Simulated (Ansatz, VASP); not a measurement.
## Two plane-wave programs on PbO

```
CELL_PARAMETERS angstrom
3.17937 0.00000 0.00000
0.00000 3.17937 0.00000
0.00000 0.00000 3.17937
ATOMIC_POSITIONS crystal
Pb 0.00000 0.00000 0.00000
O 0.50000 0.50000 0.50000
```

Alike in both runs: task single point; functional PBE; k mesh 8 × 8 × 8; occupations fermi-dirac, width 0.02 eV; no spin polarisation.

|  | VASP | Ansatz |
| --- | --- | --- |
| version | VASP 6.6.1 | Ansatz 0.2.0 |
| potentials or method | VASP PAW PBE potentials, release 64 (Pb_d, O) | plane waves, PAW |
| plane-wave cutoff (eV) | 520 | 420 |
| valence electrons in the cell | 20 | 20 |

VASP gave:

* pressure (GPa): 3.2

What did Ansatz give for the same quantities?

Pressure (GPa): 3.3.

Neither program's run includes spin-orbit coupling.
